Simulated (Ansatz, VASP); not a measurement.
Two plane-wave programs on Co2PtO4

Contents of INCAR:

```
ALGO     = Normal         # electronic algorithm
DIPOL    = 0.5 0.5 0.500
EDIFF    = 1E-7           # SCF threshold, eV
ENCUT    = 520            # plane-wave cutoff, eV
GGA      = PS             # functional
IDIPOL   = 3            
ISIF     = 2              # what is computed and relaxed
ISMEAR   = 0              # smearing method
LASPH    = True           # aspherical terms in the spheres
LCHARG   = True           # write CHGCAR
LDIPOL   = True         
LELF     = True           # ELF
LREAL    = False          # projectors in reciprocal space
LVACPOTAV= True         
LVHAR    = True         
LWAVE    = False          # write WAVECAR
NBANDS   = 35             # bands
NELM     = 100            # most SCF steps
PREC     = Accurate       # precision mode
SIGMA    = 0.1            # smearing width, eV
```

Contents of KPOINTS:

```
k-points
0
Gamma
  12 12 1
```

The input POSCAR:

```
Co2PtO4
1.0
    2.8101831225      0.0000000000      0.0000000000
   -1.4050915613      2.4336899734      0.0000000000
    0.0000000000      0.0000000000     22.8253249521
O Co Pt
4 2 1
Direct
    0.0000000000      0.0000000000      0.3285823977
    0.6666666667      0.3333333333      0.4129821504
    0.6666666667      0.3333333333      0.5870178496
    0.3333333333      0.6666666667      0.6714176023
    0.3333333333      0.6666666667      0.3707822740
    0.0000000000      0.0000000000      0.6292177260
    0.6666666667      0.3333333333      0.5000000000
```

Input for Ansatz:

```yaml
crystal:
  lattice:
    - [2.8101831225, 0.0, 0.0]
    - [-1.4050915613, 2.4336899734, 0.0]
    - [0.0, 0.0, 22.8253249521]
  atoms:
    - { symbol: O, position: [0.0, 0.0, 0.3285823977] }
    - { symbol: Co, position: [0.3333333333, 0.6666666667, 0.370782274] }
    - { symbol: O, position: [0.6666666667, 0.3333333333, 0.4129821504] }
    - { symbol: Pt, position: [0.6666666667, 0.3333333333, 0.5] }
    - { symbol: O, position: [0.6666666667, 0.3333333333, 0.5870178496] }
    - { symbol: Co, position: [0.0, 0.0, 0.629217726] }
    - { symbol: O, position: [0.3333333333, 0.6666666667, 0.6714176023] }
basis:
  ecutwfc: 420
kpoints:
  mp_grid: { grid: [12, 12, 1] }
hamiltonian:
  xc: pbesol
scf:
  occupations: { method: gaussian, width: 0.1 }
output:
  forces: true
  stress: true
  eigenvalues: true
  write_density: true
  write_potential: true
  elf: true
  volumetric_format: npy
efield:
  axis: 3
  dipole_correction: true
  ramp_width: 0.04
```

Alike in both runs: task single point; functional PBEsol; k mesh 12 × 12 × 1; occupations gaussian, width 0.1 eV; no spin polarisation.

|  | VASP | Ansatz |
| --- | --- | --- |
| version | VASP 6.6.1 | Ansatz 0.2.0 |
| potentials or method | VASP PAW PBE potentials, release 64 (O, Co, Pt), cutoff 520 eV | scalar-relativistic, plane waves, PAW |
| valence electrons in the cell | 52 | 76 |

|  | VASP | Ansatz | Ansatz less VASP |
| --- | --- | --- | --- |
| gap on the k mesh at the Fermi level (eV) | none | none | - |
| rms of the force components (eV/Å) | 0.642 | 0.653 | +0.0116 |
| work function, face that differs most (eV) | 7.72 | 7.66 | -0.054 |

VASP's potentials were made for PBE, not for PBEsol. A gap of «none» marks a metal or a gap that the smearing closes. With one functional, cell and mesh, what is left measures potentials, basis and numerics. VASP's potentials hold 52 valence electrons a cell and Ansatz's 76, so a difference there can come from the potentials and not from the codes. Ansatz's warnings: xc potential rough in thin density.

Spin-orbit coupling is off throughout.
